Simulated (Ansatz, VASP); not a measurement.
## One calculation of Hf, two programs

```
Hf
1.0
     0.00000    3.18570    3.18570
     3.18570    0.00000    3.18570
     3.18570    3.18570    0.00000
Hf
2
Cartesian
  0.0000 0.0000 0.0000
  1.5929 1.5929 1.5929
```

Alike in both runs: functional PBEsol; k mesh 16 × 16 × 16; occupations gaussian, width 0.1 eV; no spin polarisation.

Ansatz relaxed the structure, and its values are those at the end. VASP's run is a single point on that final structure, the one shown.

|  | VASP | Ansatz |
| --- | --- | --- |
| version | VASP 6.6.1 | Ansatz 0.2.0 |
| potentials or method | VASP PAW PBE potentials, release 64 (Hf_pv), cutoff 520 eV | scalar-relativistic, plane waves, PAW |
| valence electrons in the cell | 20 | 52 |

Ansatz gave:

| Quantity | Value |
| --- | --- |
| gap on the k mesh at the Fermi level (eV) | none |
| pressure (GPa) | 0.0 |

Question: Which values does VASP return?

Answer: gap on the k mesh at the Fermi level (eV): none; pressure (GPa): -0.3.

VASP's potentials were made for PBE, not for PBEsol. A gap of «none» marks a metal or a gap that the smearing closes. The functional is the same, so the differences come from potentials, cutoffs and numerics. VASP's potentials hold 20 valence electrons a cell and Ansatz's 52, so a difference there can come from the potentials and not from the codes.

Neither program's run includes spin-orbit coupling.
